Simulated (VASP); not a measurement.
Crystal: Ti.

```xyz
2
Lattice="2.9500 0.0000 0.0000 -1.4750 2.5548 0.0000 0.0000 0.0000 4.6800" Properties=species:S:1:pos:R:3 pbc="T T T"
Ti    0.0000    1.7032    1.1700
Ti    1.4750    0.8516    3.5100
```

- Program: VASP 6.6.1
- Task: relaxation of cell and atoms
- Functional: PBEsol
- Potentials or basis: VASP PAW PBE potentials, release 64 (Ti_sv)
- Cutoff: 600 eV
- k mesh: 8 × 8 × 5
- Occupations: fermi-dirac, width 0.02 eV
- Spin: no spin polarisation

At the start: pressure -5.9 GPa; volume 17.64 Å³/atom.

How do energy, volume and symmetry change on relaxing?

Over 5 steps the energy falls by 18.0 meV/atom and the volume is 16.71 Å³/atom (-5.3 %); space group P6_3/mmc (No. 194, to 0.05 Å).

Step by step:
```csv
step,energy change (eV),largest force (eV/Å),pressure (GPa),volume (Å³)
1,0.0000,0.0000,-5.87,35.27
2,-0.0151,0.0000,5.20,32.07
3,-0.0360,0.0000,0.00,33.40
4,-0.0360,0.0000,0.10,33.37
5,-0.0361,0.0000,-0.01,33.42
```

Final structure:
```
Ti
1.0
     2.90033    0.00000    0.00000
    -1.45016    2.51176    0.00000
     0.00000    0.00000    4.58702
Ti
2
Cartesian
  0.0000 1.6745 1.1468
  1.4502 0.8373 3.4403
```

Caveat: the PAW data sets were made with another functional, which shifts forces and pressure a little.
